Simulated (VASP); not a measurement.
Wanted: the native input for a VASP 6.6.1 run.

- Task: single point
- Functional: PBEsol
- Potentials or basis: VASP PAW PBE potentials, release 64 (K_sv, Mg, I)
- Cutoff: 520 eV
- k mesh: 4 × 4 × 4
- Occupations: fermi-dirac, width 0.03 eV
- Spin: no spin polarisation
- Dipole correction: no
- Further INCAR settings: ALGO = Normal; EDIFF = 1e-06; NBANDS = 24

The structure of KMgI3 lies in POSCAR:

```
KMgI3
1.0
    5.7530721668      0.0000000000      0.0000000000
    0.0000000000      5.7530721668      0.0000000000
    0.0000000000      0.0000000000      5.7530721668
K Mg I
1 1 3
Direct
    0.0000000000      0.0000000000      0.0000000000
    0.5000000000      0.5000000000      0.5000000000
    0.0000000000      0.5000000000      0.5000000000
    0.5000000000      0.0000000000      0.5000000000
    0.5000000000      0.5000000000      0.0000000000
```

These files were run (other wordings do the same):

INCAR

```
SYSTEM = KMgI3
PREC = Accurate
ENCUT = 520
EDIFF = 1E-6
ISMEAR = -1
SIGMA = 0.03
LREAL = .False.
LASPH = .True.
NELM = 60
ALGO = Normal
ISIF = 2
LWAVE = .False.
LCHARG = .True.
GGA = PS
LELF = .True.
LVHAR = .True.
NBANDS = 24
```

KPOINTS

```
regular mesh
0
Gamma
  4 4 4
  0 0 0
```

Potentials or basis: VASP PAW PBE potentials, release 64 (K_sv, Mg, I).

Run with:

```sh
$ cat potpaw_PBE.64/K_sv/POTCAR potpaw_PBE.64/Mg/POTCAR potpaw_PBE.64/I/POTCAR > POTCAR
$ mpirun -np 1 vasp_std > vasp.out
```

Results of the run:

```yaml
Pressure: 0.0 GPa
Band_gap_on_the_k_mesh: 1.22 eV, indirect (least direct gap 1.74 eV)
```

Caveat: the PAW data sets were made with another functional, which shifts forces and pressure a little; spin-orbit coupling is left out, which moves the levels of the heavy elements.

It took 69 s on 1 thread of Intel(R) Xeon(R) Platinum 8259CL CPU @ 2.50GHz (Skylake/Cascade Lake) (shared host), peak memory 0.32 GiB.
